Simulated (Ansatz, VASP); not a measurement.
TaN: VASP beside Ansatz

```xyz
2
Lattice="2.8863 0.0000 0.0000 -1.4431 2.4996 0.0000 0.0000 0.0000 2.8458" Properties=species:S:1:pos:R:3 pbc="T T T"
Ta    0.0000    0.0000    0.0000
N     0.0000    1.6664    1.4229
```

Change from the starting cell: volume scaled by 0.94, LAPW.

Alike in both runs: task single point; functional PBE; k mesh 15 × 15 × 13; occupations fermi-dirac, width 0.05 eV; no spin polarisation.

|  | VASP | Ansatz |
| --- | --- | --- |
| version | VASP 6.6.1 | Ansatz 0.2.0 |
| potentials or method | VASP PAW PBE potentials, release 64 (Ta_pv, N), cutoff 520 eV | all-electron LAPW, scalar-relativistic |

VASP gave:

```
pressure (GPa)                                                : 24.8
traceless stress, the component that is largest in VASP (GPa) : 0.15
```

Question: Which values does Ansatz return?

Answer: Pressure (GPa): 23.8; traceless stress, the component that is largest in VASP (GPa): 0.00.

Ansatz ran all-electron here, and VASP with PAW potentials.

Spin-orbit coupling is off throughout.
